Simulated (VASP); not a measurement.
# MgO (Cm) in VASP: further runs

MgO is run at these levels: LDA; tasks: single point.

Everything below comes from runs of VASP 6.6.1. Logs are shortened: lines on timing, memory, paths and dates and some standing lists are left out, and cuts for length are marked.

**1. The cell of the first run**

The structure is monoclinic, space group Cm (No. 8). Conventional cell: a = 5.884 Å, b = 5.884 Å, c = 4.161 Å, α = 90.00°, β = 90.00°, γ = 90.00°. Within 2.1 Å of Mg (site symmetry m) lie 3 O at 1.59 to 1.94 Å. Within 2.8 Å of Mg (site symmetry m) lie 6 O at 2.08 Å and 1 Mg at 2.68 Å. Within 2.8 Å of Mg (site symmetry 1) lie 6 O at 2.08 Å and 2 Mg at 2.44 to 2.79 Å. O (site symmetry 1) has 6 Mg at 1.94 to 2.37 Å within 2.6 Å. Within 2.1 Å of O (site symmetry m) lie 5 Mg at 1.59 to 2.08 Å. O (site symmetry m) has 6 Mg at 2.08 Å within 2.8 Å.

**2. Single point, LDA (atom 1 (Mg) moved by -0.312 Å along [1 1 0] and -0.520 Å along [0 0 1])**

INCAR

```
  PREC = Accurate
  ENCUT = 840
  EDIFF = 1E-6
  ISMEAR = 0
  SIGMA = 0.05
  LREAL = F
  LASPH = T
  NELM = 120
  ALGO = Normal
  ISIF = 2
  LWAVE = F
  LCHARG = F
  NBANDS = 42
  GGA_COMPAT = F
```

KPOINTS

```
regular mesh
0
Gamma
  6 6 6
```

POSCAR

```
MgO
1.0
    4.1607146133      0.0000000000      0.0000000000
    0.0000000000     -4.1607146133      0.0000000000
    0.0000000000      0.0000000000     -4.1607146133
Mg O
4 4
Direct
   -0.0530239000      1.0530239000      1.1249785309
    0.5000000000      0.5000000000      1.0000000000
    0.5000000000      1.0000000000      0.5000000000
    0.0000000000      0.5000000000      0.5000000000
    0.5000000000      0.0000000000      0.0000000000
    0.0000000000      0.5000000000      0.0000000000
    0.0000000000      0.0000000000      0.5000000000
    0.5000000000      0.5000000000      0.5000000000
```

Potentials or basis: VASP PAW LDA potentials, release 64 (Mg_sv, O).

Started as:

```bash
cat potpaw_LDA.64/Mg_sv/POTCAR potpaw_LDA.64/O/POTCAR > POTCAR
mpirun -np 1 vasp_std > vasp.out
```

OUTCAR:

```text
PREC = Accurate
   ENCUT = 840
   EDIFF = 1E-6
   ISMEAR = 0
   LREAL = F
   LASPH = T
   NELM = 120
   ISIF = 2

 ion  position               nearest neighbor table
   1  0.947  0.053  0.125-   7 1.59   6 1.94   5 1.94
   2  0.500  0.500  0.000-   5 2.08   6 2.08   8 2.08   8 2.08   5 2.08   6 2.08
   3  0.500  0.000  0.500-   5 2.08   7 2.08   8 2.08   5 2.08   8 2.08   7 2.08
   4  0.000  0.500  0.500-   6 2.08   7 2.08   8 2.08   6 2.08   7 2.08   8 2.08
   5  0.500  0.000  0.000-   1 1.94   2 2.08   3 2.08   3 2.08   2 2.08
   6  0.000  0.500  0.000-   1 1.94   2 2.08   4 2.08   4 2.08   2 2.08
   7  0.000  0.000  0.500-   1 1.59   3 2.08   4 2.08   4 2.08   3 2.08
   8  0.500  0.500  0.500-   2 2.08   3 2.08   4 2.08   2 2.08   3 2.08   4 2.08

  LATTYP: Found a simple cubic cell.
 ALAT       =     4.1607146133

  Lattice vectors:

 A1 = (   4.1607146133,   0.0000000000,   0.0000000000)
 A2 = (   0.0000000000,  -4.1607146133,   0.0000000000)
 A3 = (   0.0000000000,   0.0000000000,  -4.1607146133)

Analysis of symmetry for initial positions (statically):
=====================================================================
 Subroutine PRICEL returns:
 Original cell was already a primitive cell.

 Routine SETGRP: Setting up the symmetry group for a
 simple cubic supercell.

 Subroutine GETGRP returns: Found  2 space group operations
 (whereof  2 operations were pure point group operations)
 out of a pool of 48 trial point group operations.

The static configuration has the point symmetry C_1h.

Analysis of symmetry for dynamics (positions and initial velocities):
=====================================================================
 Subroutine PRICEL returns:
 Original cell was already a primitive cell.

 Routine SETGRP: Setting up the symmetry group for a
 simple cubic supercell.

 Subroutine GETGRP returns: Found  2 space group operations
 (whereof  2 operations were pure point group operations)
 out of a pool of 48 trial point group operations.

The dynamic configuration has the point symmetry C_1h.

 Subroutine INISYM returns: Found  2 space group operations
 (whereof  2 operations are pure point group operations),
 and found     1 'primitive' translations

----------------------------------------------------------------------------------------

                                     Primitive cell

  volume of cell :      72.0284

  direct lattice vectors                    reciprocal lattice vectors
     4.160714613  0.000000000  0.000000000     0.240343329  0.000000000  0.000000000
     0.000000000 -4.160714613  0.000000000     0.000000000 -0.240343329  0.000000000
     0.000000000  0.000000000 -4.160714613     0.000000000  0.000000000 -0.240343329

  length of vectors
     4.160714613  4.160714613  4.160714613     0.240343329  0.240343329  0.240343329

  position of ions in fractional coordinates (direct lattice)
     0.946976100  0.053023900  0.124978531
     0.500000000  0.500000000  0.000000000
     0.500000000  0.000000000  0.500000000
     0.000000000  0.500000000  0.500000000
     0.500000000  0.000000000  0.000000000
     0.000000000  0.500000000  0.000000000
     0.000000000  0.000000000  0.500000000
     0.500000000  0.500000000  0.500000000

  ion indices of the primitive-cell ions
   primitive index   ion index
                 1           1
                 2           2
                 3           3
                 4           4
                 5           5
                 6           6
                 7           7
                 8           8

----------------------------------------------------------------------------------------

 KPOINTS: regular mesh

Automatic generation of k-mesh.
 Grid dimensions read from file:
 generate k-points for:    6    6    6

 Generating k-lattice:

  Cartesian coordinates                     Fractional coordinates (reciprocal lattice)
     0.040057221  0.000000000  0.000000000     0.166666667  0.000000000  0.000000000
     0.000000000 -0.040057221  0.000000000     0.000000000  0.166666667  0.000000000
     0.000000000  0.000000000 -0.040057221     0.000000000  0.000000000  0.166666667

  Length of vectors
     0.040057221  0.040057221  0.040057221

  Shift w.r.t. Gamma in fractional coordinates (k-lattice)
     0.000000000  0.000000000  0.000000000

 Subroutine IBZKPT returns following result:
 ===========================================

 Found     68 irreducible k-points:

 Following reciprocal coordinates:
            Coordinates               Weight
  0.000000  0.000000  0.000000      1.000000
  0.166667  0.000000  0.000000      4.000000
  0.000000  0.000000  0.166667      2.000000
  0.333333  0.000000  0.000000      4.000000
  0.000000  0.000000  0.333333      2.000000
  0.500000  0.000000  0.000000      2.000000
[... 16 lines left out ...]
  0.333333  0.000000  0.333333      4.000000
 -0.333333  0.333333  0.000000      2.000000
 [... further k-points ...]
   k-points           NKPTS =     68   k-points in BZ     NKDIM =     68   number of bands    NBANDS=     42
   number of dos      NEDOS =    301   number of ions     NIONS =      8
   total plane-waves  NPLWV =  64000
   dimension x,y,z NGX =    40 NGY =   40 NGZ =   40
   dimension x,y,z NGXF=    80 NGYF=   80 NGZF=   80
   ions per type =               4   4
   NGX,Y,Z   is equivalent  to a cutoff of  15.98, 15.98, 15.98 a.u.
   NGXF,Y,Z  is equivalent  to a cutoff of  31.96, 31.96, 31.96 a.u.
 SYSTEM =  unknown system
   PREC   = accura    normal or accurate (medium, high low for compatibility)
   ISTART =      0    job   : 0-new  1-cont  2-samecut
   ICHARG =      2    charge: 1-file 2-atom 10-const
   ISPIN  =      1    spin polarized calculation?
   LNONCOLLINEAR =      F non collinear calculations
   LSORBIT =      F    spin-orbit coupling
   LASPH  =      T    aspherical Exc in radial PAW
   ENCUT  =  840.0 eV  61.74 Ry    7.86 a.u.   9.83  9.83  9.83*2*pi/ulx,y,z
   NELM   =    120;   NELMIN=  2; NELMDL= -5     # of ELM steps
   EDIFF  = 0.1E-05   stopping-criterion for ELM
   LREAL  =      F    real-space projection
   EDIFFG = 0.1E-04   stopping-criterion for IOM
   NSW    =      0    number of steps for IOM
   IBRION =     -1    ionic relax: 0-MD 1-quasi-New 2-CG
   NFREE  =      0    steps in history (QN), initial steepest desc. (CG)
   ISIF   =      2    stress and relaxation
   ISYM   =      2    0-nonsym 1-usesym 2-fastsym
   POTIM  = 0.5000    time-step for ionic-motion
   TEBEG  =    0.0;   TEEND  =   0.0 temperature during run
   PSTRESS=    0.0 pullay stress
   NELECT =      64.0000    total number of electrons
   NUPDOWN=      -1.0000    fix difference up-down
   EMIN   =  10.00;   EMAX   =-10.00  energy-range for DOS
   EFERMI =   0.00;   METHOD = LEGACY
   ISMEAR =     0;   SIGMA  =   0.05  broadening in eV -4-tet -1-fermi 0-gaus
   EFERMI_NEDOS =   21; number of points for ismear=-14 and -15
   IALGO  =     38    algorithm
   IMIX   =      4    mixing-type and parameters
     AMIX     =   0.40;   BMIX     =  1.00
     AMIX_MAG =   1.60;   BMIX_MAG =  1.00
  volume/ion in A,a.u.               =       9.00        60.76
  Fermi-wavevector in a.u.,A,eV,Ry     =   1.573863  2.974170 33.702235  2.477044
  Thomas-Fermi vector in A             =   2.675083
   LORBIT       =      0    0 simple, 1 ext, 2 COOP (PROOUT), +10 PAW based schemes
   GGA     = CA    functional components
   LHFCALC =     F    Hartree Fock is set to
   AEXX    =    0.0000 exact exchange contribution
   IVDW    =     0    specifies the selected vdW correction
   LEPSILON=     F    determine dielectric tensor
   LRPA    =     F    only Hartree local field effects (RPA)
 non-spin polarized calculation
 Gauss-broadening in eV      SIGMA  =   0.05
  energy-cutoff  :      840.00
  volume of cell :       72.03
 maximum number of plane-waves:      4012
   NGX = 19   NGY = 19   NGZ = 19

 number of electron      63.9999993 magnetization

 Free energy of the ion-electron system (eV)
  ---------------------------------------------------
  ext. energy  EPLUGINS =         0.00000000
  ---------------------------------------------------
  free energy    TOTEN  =       -50.33020759 eV

  energy without entropy =      -50.33020759  energy(sigma->0) =      -50.33020759

 E-fermi :   3.2400     XC(G=0): -12.0827

 val. band max:        2.8345684586   @ k =   0.0000   0.0000   0.0000
 cond. band min:       7.7108509997   @ k =   0.0000   0.0000   0.0000
 fundamental gap:      4.8762825412
 Fermi energy:         3.2399764517

 k-point     1 :       0.0000    0.0000    0.0000
  band No.  band energies     occupation
      1     -68.6333      2.00000
      2     -68.6250      2.00000
      3     -68.3616      2.00000
      4     -68.1554      2.00000
      5     -36.1940      2.00000
      6     -36.1770      2.00000
[... 34 lines left out ...]
     41      16.1376      0.00000
     42      16.1622      0.00000

 k-point     2 :       0.1667    0.0000    0.0000
  band No.  band energies     occupation
      1     -68.6327      2.00000
      2     -68.6256      2.00000
      3     -68.3617      2.00000
      4     -68.1555      2.00000
      5     -36.1922      2.00000
      6     -36.1757      2.00000
[... 34 lines left out ...]
     41      15.9877      0.00000
     42      16.1543      0.00000

 k-point     3 :       0.0000    0.0000    0.1667
  band No.  band energies     occupation
      1     -68.6333      2.00000
      2     -68.6251      2.00000
      3     -68.3617      2.00000
      4     -68.1555      2.00000
      5     -36.1935      2.00000
      6     -36.1768      2.00000
[... 34 lines left out ...]
     41      15.9963      0.00000
     42      16.0502      0.00000

 k-point     4 :       0.3333    0.0000    0.0000
  band No.  band energies     occupation
      1     -68.6313      2.00000
      2     -68.6272      2.00000
      3     -68.3618      2.00000
      4     -68.1558      2.00000
      5     -36.1882      2.00000
      6     -36.1729      2.00000
[... 844 lines left out ...]
     41      15.4662      0.00000
     42      15.9584      0.00000

 k-point    23 :       0.3333    0.0000    0.3333
  band No.  band energies     occupation
      1     -68.6313      2.00000
      2     -68.6271      2.00000
      3     -68.3619      2.00000
      4     -68.1558      2.00000
      5     -36.1888      2.00000
      6     -36.1735      2.00000
[... 34 lines left out ...]
     41      15.3498      0.00000
     42      15.9161      0.00000

 k-point    24 :      -0.3333    0.3333    0.0000
  band No.  band energies     occupation
      1     -68.6302      2.00000
      2     -68.6281      2.00000
      3     -68.3618      2.00000
      4     -68.1560      2.00000
      5     -36.2087      2.00000
      6     -36.1553      2.00000
[... 34 lines left out ...]
     41      15.4855      0.00000
     42      16.2562      0.00000

 [... further k-points ...]

------------------------ aborting loop because EDIFF is reached ----------------------------------------

  FORCE on cell =-STRESS in cart. coord.  units (eV):
  Direction    XX          YY          ZZ          XY          YZ          ZX
  --------------------------------------------------------------------------------------
  -------------------------------------------------------------------------------------
  Total        2.3890491      2.3890491     14.0667594     -0.0392432     -1.3804514     -1.3804516
  in kB       53.1412641     53.1412641    312.8966088     -0.8729134    -30.7063312    -30.7063352
  external PRESSURE =     139.7263790 kB  Pullay stress =       0.0000000 kB

 VOLUME and BASIS-vectors are now :
 -----------------------------------------------------------------------------
  energy-cutoff  :      840.00
  volume of cell :       72.03
      direct lattice vectors                 reciprocal lattice vectors
     4.160714613  0.000000000  0.000000000     0.240343329  0.000000000  0.000000000
     0.000000000 -4.160714613  0.000000000     0.000000000 -0.240343329  0.000000000
     0.000000000  0.000000000 -4.160714613     0.000000000  0.000000000 -0.240343329

 POSITION                                       TOTAL-FORCE (eV/Angst)
 -----------------------------------------------------------------------------------
      3.94010     -0.22062     -0.52000         1.050817      1.050817     11.647725
      2.08036     -2.08036      0.00000        -0.582895     -0.582895      0.441089
      2.08036      0.00000     -2.08036        -1.001752      0.296807     -1.579172
      0.00000     -2.08036     -2.08036         0.296807     -1.001752     -1.579172
      2.08036      0.00000      0.00000        -0.369700     -0.266332     -0.722254
      0.00000     -2.08036      0.00000        -0.266332     -0.369700     -0.722254
      0.00000      0.00000     -2.08036         0.751718      0.751718     -7.668149
      2.08036     -2.08036     -2.08036         0.121336      0.121336      0.182189
 -----------------------------------------------------------------------------------
    total drift:                                0.000123      0.000123      0.000689

  FREE ENERGIE OF THE ION-ELECTRON SYSTEM (eV)
  ---------------------------------------------------
  free  energy   TOTEN  =       -50.3302075852 eV

  energy  without entropy=      -50.3302075852  energy(sigma->0) =      -50.33020759
```

Run time: 3.4 min. Hardware: 1 thread of Intel Xeon Platinum 8488C (Sapphire Rapids), shared host; peak memory 0.4 GiB.

Results:

| Property | Result |
| --- | --- |
| Free energy | -50.3302 eV |
| Pressure | 14.0 GPa |
| Largest force | 11.742 eV/Å |
| Band gap on the k mesh | 4.88 eV |

Forces in eV/Å, atoms in the order of the input:
```
Mg   1.051  1.051 11.648
Mg  -0.583 -0.583  0.441
Mg  -1.002  0.297 -1.579
Mg   0.297 -1.002 -1.579
O   -0.370 -0.266 -0.722
O   -0.266 -0.370 -0.722
O    0.752  0.752 -7.668
O    0.121  0.121  0.182
```

Caveat: the cell differs from its parent crystal (atom 1 (Mg) moved by -0.312 Å along [1 1 0] and -0.520 Å along [0 0 1]); the stress differs along the axes, from 5 to 31 GPa; forces of over 1 eV/Å act on the atoms, so gaps and moduli don't describe the material at rest.

**3. Single point, LDA (atom 1 (Mg) moved by -0.208 Å along [1 1 0] and -0.416 Å along [0 0 1])**

INCAR

```
SYSTEM = MgO
PREC = Accurate
ENCUT = 840
EDIFF = 1E-6
ISMEAR = 0
SIGMA = 0.05
LREAL = .FALSE.
LASPH = .TRUE.
NELM = 120
ALGO = Normal
ISIF = 2
LWAVE = .FALSE.
LCHARG = .FALSE.
NBANDS = 42
GGA_COMPAT = .FALSE.
```

KPOINTS

```
Automatic mesh
0
G
  6 6 6
  0 0 0
```

Changes to POSCAR since step 2:

```diff
@@ -8,3 +8,3 @@
 Direct
-   -0.0530239000      1.0530239000      1.1249785309
+   -0.0353492667      1.0353492667      1.0999828247
     0.5000000000      0.5000000000      1.0000000000
```

Potentials or basis: VASP PAW LDA potentials, release 64 (Mg_sv, O).

Started as:

```bash
cat potpaw_LDA.64/Mg_sv/POTCAR potpaw_LDA.64/O/POTCAR > POTCAR
mpirun -np 1 vasp_std > vasp.out
```

Run time: 2.4 min. Hardware: 1 thread of Intel Xeon 6975P-C (Granite Rapids), shared host; peak memory 0.4 GiB.

The run converged. Its results:

```yaml
Free_energy: -51.4873 eV
Pressure: 8.4 GPa
Largest_force: 7.824 eV/Å
Band_gap_on_the_k_mesh: 4.96 eV
```

Forces on the atoms (eV/Å):
```
Mg   1.056  1.056  7.681
Mg  -0.385 -0.385  0.339
Mg  -0.573  0.166 -1.197
Mg   0.166 -0.573 -1.197
O   -0.299 -0.200 -0.618
O   -0.200 -0.299 -0.618
O    0.170  0.170 -4.522
O    0.065  0.065  0.133
```

Stress tensor (GPa, compression positive):
```
 2.76 -0.06 -1.10
-0.06  2.76 -1.10
-1.10 -1.10 19.65
```

Levels at points of the mesh, in eV from the valence-band top:
```tsv
k point	band 28	band 29	band 30	band 31	band 32	band 33	band 34	band 35	band 36	band 37
(0.00, 0.00, 0.00)	-1.35	-1.34	-0.07	-0.04	0.00	4.96	8.74	9.03	9.03	9.79
(0.50, 0.00, 0.00)	-1.77	-0.88	-0.78	-0.77	-0.74	8.20	8.35	10.54	10.95	11.37
(0.00, 0.00, 0.50)	-1.79	-0.98	-0.97	-0.65	-0.61	7.90	8.42	10.35	11.27	11.30
(0.50, 0.50, 0.00)	-1.91	-0.91	-0.90	-0.63	-0.43	9.39	9.55	9.68	9.79	11.24
(0.00, 0.50, 0.50)	-1.86	-0.86	-0.74	-0.69	-0.54	9.22	9.47	9.76	9.94	11.14
(0.50, 0.50, 0.50)	-0.73	-0.72	-0.63	-0.58	-0.42	7.75	7.88	8.03	8.08	12.28
```

Caveat: the cell differs from its parent crystal (atom 1 (Mg) moved by -0.208 Å along [1 1 0] and -0.416 Å along [0 0 1]); the stress differs along the axes, from 3 to 20 GPa; forces of over 1 eV/Å act on the atoms, so gaps and moduli don't describe the material at rest.

**4. Single point, LDA (atom 1 (Mg) moved by -0.416 Å along [1 1 0] and -0.520 Å along [0 0 1])**

Changes to INCAR since step 3:

```diff
@@ -12,3 +12,6 @@
 LWAVE = .FALSE.
-LCHARG = .FALSE.
+LCHARG = .TRUE.
+GGA = CA
+LELF = .TRUE.
+LVHAR = .TRUE.
 NBANDS = 42
```

KPOINTS is that of step 3.

Changes to POSCAR since step 3:

```diff
@@ -8,3 +8,3 @@
 Direct
-   -0.0353492667      1.0353492667      1.0999828247
+   -0.0706985334      1.0706985334      1.1249785309
     0.5000000000      0.5000000000      1.0000000000
```

Started as:

```bash
cat potpaw_LDA.64/Mg_sv/POTCAR potpaw_LDA.64/O/POTCAR > POTCAR
mpirun -np 1 vasp_std > vasp.out
```

Wall time 4.4 min (1 thread of Intel Xeon Platinum 8375C at 2.90GHz (Ice Lake), shared host); peak memory 0.4 GiB.

The run converged. Its results:

- Free energy: -50.1281 eV
- Pressure: 15.0 GPa
- Largest force: 10.562 eV/Å
- Band gap on the k mesh: 4.84 eV

Forces in eV/Å, atoms in the order of the input:
```
Mg   1.732  1.732 10.274
Mg  -0.843 -0.843  0.501
Mg  -1.311  0.418 -1.680
Mg   0.418 -1.311 -1.680
O   -0.692 -0.280 -0.575
O   -0.280 -0.692 -0.575
O    0.802  0.802 -6.479
O    0.175  0.175  0.213
```

Stress tensor (GPa, compression positive):
```
 8.23 -0.50 -3.77
-0.50  8.23 -3.77
-3.77 -3.77 28.44
```

Levels at points of the mesh, in eV from the valence-band top:
```tsv
k point	band 30	band 31	band 32	band 33	band 34	band 35
(0.00, 0.00, 0.00)	-0.16	-0.15	0.00	4.84	8.37	9.05
(0.50, 0.00, 0.00)	-0.89	-0.85	-0.70	7.94	8.31	10.11
(0.00, 0.00, 0.50)	-1.10	-0.68	-0.55	7.68	8.37	9.99
(0.50, 0.50, 0.00)	-1.04	-0.71	-0.27	8.96	9.41	9.64
(0.00, 0.50, 0.50)	-0.86	-0.79	-0.37	8.84	9.41	9.74
(0.50, 0.50, 0.50)	-0.69	-0.40	-0.26	7.46	7.84	8.03
```

Caveat: the cell differs from its parent crystal (atom 1 (Mg) moved by -0.416 Å along [1 1 0] and -0.520 Å along [0 0 1]); the stress differs along the axes, from 8 to 28 GPa; forces of over 1 eV/Å act on the atoms, so gaps and moduli don't describe the material at rest.

(Continued in part 2 of 2.)
